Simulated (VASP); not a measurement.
Set up this calculation in VASP 6.6.1, as the native input.

| Item | Value |
| --- | --- |
| Task | single point |
| Functional | PBEsol |
| Potentials or basis | VASP PAW PBE potentials, release 64 (Sc_sv, Al) |
| Cutoff | 520 eV |
| k mesh | 7 × 7 × 7 |
| Occupations | fermi-dirac, width 0.05 eV |
| Spin | no spin polarisation |
| Dipole correction | no |
| Further INCAR settings | ALGO = Normal; EDIFF = 1e-06; NBANDS = 18 |

The structure of ScAl3 lies in POSCAR:

```
ScAl3
1.0
    3.7918275393      0.0000000000      0.0000000000
    0.0000000000      3.7918275393      0.0000000000
    0.0000000000      0.0000000000      3.7918275393
Sc Al
1 3
Direct
    0.0000000000      0.0000000000      0.0000000000
    0.5000000000      0.5000000000      0.0000000000
    0.0000000000      0.5000000000      0.5000000000
    0.5000000000      0.0000000000      0.5000000000
```

These files were run (other wordings do the same):

INCAR

```
SYSTEM = ScAl3
PREC     = Accurate       ! precision mode
ENCUT    = 520            ! plane-wave cutoff, eV
EDIFF    = 1E-6           ! SCF threshold, eV
ISMEAR   = -1             ! smearing method
SIGMA    = 0.05           ! smearing width, eV
LREAL    = .FALSE.        ! projectors in reciprocal space
LASPH    = .TRUE.         ! aspherical terms in the spheres
NELM     = 80             ! most SCF steps
ALGO     = Normal         ! electronic algorithm
ISIF     = 2              ! what is computed and relaxed
LWAVE    = .FALSE.        ! write WAVECAR
LCHARG   = .FALSE.        ! write CHGCAR
GGA      = PS             ! functional
NBANDS   = 18             ! bands
```

KPOINTS

```
Automatic mesh
0
G
  7 7 7
  0 0 0
```

Potentials or basis: VASP PAW PBE potentials, release 64 (Sc_sv, Al).

Run with:

```console
$ cat potpaw_PBE.64/Sc_sv/POTCAR potpaw_PBE.64/Al/POTCAR > POTCAR
$ mpirun -np 1 vasp_std > vasp.out
```

Results of the run:

```
Pressure               : 30.3 GPa
Band gap on the k mesh : zero (bands 10 and 11 overlap by 3.92 eV)
```

Caveat: the cell stands under pressure; the PAW data sets were made with another functional, which shifts forces and pressure a little.

Wall time 9.8 s on 1 thread of AMD EPYC 9R45 96-Core Processor (Zen 5) (shared host), peak memory 0.13 GiB.
